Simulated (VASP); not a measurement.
Input of a VASP 6.6.1 run:

INCAR

```
SYSTEM = Al
PREC = Accurate
ENCUT = 520
EDIFF = 1E-7
ISMEAR = 0
SIGMA = 0.1
LREAL = .False.
LASPH = .True.
NELM = 60
ALGO = Normal
ISIF = 2
LWAVE = .False.
LCHARG = .False.
GGA = PS
NBANDS = 8
```

The input KPOINTS:

```
Automatic mesh
0
Gamma
  18 18 18
  0 0 0
```

The input POSCAR:

```
Al
1.0
    0.0000000000      2.0276742526      2.0276742526
    2.0276742526      0.0000000000      2.0276742526
    2.0276742526      2.0276742526      0.0000000000
Al
1
Direct
    0.0000000000      0.0000000000      0.0000000000
```

Potentials or basis: VASP PAW PBE potentials, release 64 (Al).

Command:

```console
$ cat potpaw_PBE.64/Al/POTCAR > POTCAR
$ mpirun -np 1 vasp_std > vasp.out
```

Problem. What does it give for the pressure?

Solution. -2.2 GPa.

Caveat: the PAW data sets were made with another functional, which shifts forces and pressure a little.
